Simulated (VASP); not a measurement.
Runs of VASP 6.6.1 on InH3. The structure is that of space group Pm-3m (No. 221), or close to it. The cells are those of the table. 

```csv
task,cell,k mesh,cutoff (eV),gap on the mesh (eV),pressure (GPa),relaxed volume (Å³/atom)
relaxation of cell and atoms,"relaxed from a = 3.293 Å, 4 atoms",14 × 14 × 14,600,none,-0.1,8.90
single point,"a = 3.461 Å, 4 atoms",6 × 6 × 6,520,none,-7.1,-
single point,"a = 3.289 Å, 4 atoms",14 × 14 × 14,520,none,-0.2,-
single point,"a = 3.293 Å, 4 atoms",6 × 6 × 6,520,none,(a),-
relaxation of cell and atoms,"relaxed from a = 3.461 Å, 4 atoms",6 × 6 × 6,600,none,0.2,(b)
```

Alike in all rows: level PBE; potentials or basis VASP PAW PBE potentials, release 64 (In_d, H); no spin polarisation; smearing gaussian 0.1 eV.

**Question.** Estimate the missing entries.

**Answer.** (a) -0.4; (b) 8.87.

Caveats: spin-orbit coupling is left out, which moves the levels of the heavy elements.

A k mesh can miss the band edges, and the runs leave out spin-orbit coupling on In.

A gap of «none» marks levels without a gap at the run's occupations.
